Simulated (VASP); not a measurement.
GaAs:

```
As Ga
1.0
     0.00000    2.80788    2.80788
     2.80788    0.00000    2.80788
     2.80788    2.80788    0.00000
As Ga
1 1
Direct
  0.75000 0.75000 0.75000
  0.00000 0.00000 0.00000
```

Base run:

```yaml
Program: VASP 6.6.1
Functional: r2SCAN
Potentials_or_basis: VASP PAW PBE potentials, release 64 (As, Ga_d)
Cutoff: 520 eV
k_mesh: 8 × 8 × 8
Occupations: fermi-dirac, width 0.05 eV
Spin: no spin polarisation
```

Its results: band gap on the k mesh 1.16 eV, direct; pressure 2.2 GPa.

After a change of settings the same cell gave: band gap on the k mesh 0.55 eV, direct; pressure 9.0 GPa. Which change was it?
A. functional from r2SCAN to PBE
B. dispersion from none to D3(BJ)
C. functional from r2SCAN to BLYP
D. functional from r2SCAN to PBEsol

C.

r2SCAN gives the wider gap, since meta-GGAs in the generalised Kohn-Sham scheme recover part of the derivative discontinuity.

Caveats: the PAW data sets were made with another functional, which shifts forces and pressure a little.
